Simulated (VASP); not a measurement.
Runs of VASP 6.6.1 on WS. The structure is that of space group P6_3/mmc (No. 194), or close to it. The cells are those of the table. 

```csv
task,cell,k mesh,cutoff (eV),gap on the mesh (eV),pressure (GPa),relaxed volume (Å³/atom)
single point,"a = 3.151, b = 3.151, c = 6.759 Å, angles 90.0, 90.0, 120.0°, 4 atoms",12 × 12 × 8,520,none,0.3,-
relaxation of cell and atoms,"relaxed from a = 3.399, b = 3.399, c = 5.268 Å, angles 90.0, 90.0, 120.0°, 4 atoms",6 × 6 × 4,600,none,0.0,14.56
single point,"a = 3.256, b = 3.256, c = 6.377 Å, angles 90.0, 90.0, 120.0°, 4 atoms",6 × 6 × 4,520,none,0.3,-
relaxation of cell and atoms,"relaxed from a = 3.256, b = 3.256, c = 6.377 Å, angles 90.0, 90.0, 120.0°, 4 atoms",12 × 12 × 8,600,none,0.0,(a)
```

Alike in all rows: level PBE; potentials or basis VASP PAW PBE potentials, release 64 (W_sv, S); no spin polarisation; smearing gaussian 0.1 eV.

Fill in the values left out.

(a) 14.55.

Caveats: some runs use coarse meshes; spin-orbit coupling is left out, which moves the levels of the heavy elements.

A k mesh can miss the band edges, and the runs leave out spin-orbit coupling on W.

A gap of «none» marks levels without a gap at the run's occupations.
